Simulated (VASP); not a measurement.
A run of VASP 6.6.1 is set up as follows.

The input INCAR:

```
SYSTEM = Fe
ALGO = Normal
EDIFF = 1E-6
ENCUT = 520
GGA = PE
ISIF = 2
ISMEAR = 0
ISPIN = 2
ISYM = 0
LASPH = .True.
LCHARG = .True.
LELF = .True.
LMAXMIX = 4
LORBIT = 11
LREAL = .False.
LVHAR = .True.
LWAVE = .False.
MAGMOM = 4
NBANDS = 14
NELM = 150
PREC = Accurate
SIGMA = 0.1
```

Contents of KPOINTS:

```
Automatic mesh
0
Gamma
  5 1 7
  0.25 0.25 0.25
```

The input POSCAR:

```
Fe
1.0
   -1.4315177495      1.4315177495      1.4315177495
    1.4315177495     -1.4315177495      1.4315177495
    1.4315177495      1.4315177495     -1.4315177495
Fe
1
Direct
    0.0000000000      0.0000000000      0.0000000000
```

Potentials or basis: VASP PAW PBE potentials, release 64 (Fe).

Command:

```console
$ cat potpaw_PBE.64/Fe/POTCAR > POTCAR
$ mpirun -np 1 vasp_std > vasp.out
```

Task: Estimate the pressure.

Result: -3.1 GPa.

Task: What does it give for the site moments?

Result: Fe +2.39 μB.

Stress tensor (GPa, compression positive):
```
 -2.49  -9.40  10.62
 -9.40  -3.10 -10.94
 10.62 -10.94  -3.77
```

Caveat: the k points lie up to 3.10 Å⁻¹ apart.
